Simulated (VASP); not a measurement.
Runs of VASP 6.6.1 on Nb2B. The structure is that of space group Fm-3m (No. 225), or close to it. The cells are those of the table. 

```csv
task,cell,k mesh,cutoff (eV),gap on the mesh (eV),pressure (GPa),relaxed volume (Å³/atom)
single point,"a = 3.852 Å, angles 60.0°, 3 atoms",6 × 6 × 6,520,none,(a),-
relaxation of cell and atoms,"relaxed from a = 3.852 Å, angles 60.0°, 3 atoms",6 × 6 × 6,600,none,-0.1,(b)
relaxation of cell and atoms,"relaxed from a = 3.984 Å, angles 60.0°, 3 atoms",14 × 14 × 14,600,none,0.0,14.88
single point,"a = 3.984 Å, angles 60.0°, 3 atoms",6 × 6 × 6,520,none,-0.2,-
single point,"a = 3.984 Å, angles 60.0°, 3 atoms",14 × 14 × 14,520,none,-0.3,-
```

Alike in all rows: level PBE; potentials or basis VASP PAW PBE potentials, release 64 (Nb_sv, B); no spin polarisation; smearing gaussian 0.1 eV.

Problem. Fill in the values left out.

Solution. (a) 22.9; (b) 14.90.

A k mesh can miss the band edges, and the runs leave out spin-orbit coupling on Nb.

A gap of «none» marks levels without a gap at the run's occupations.
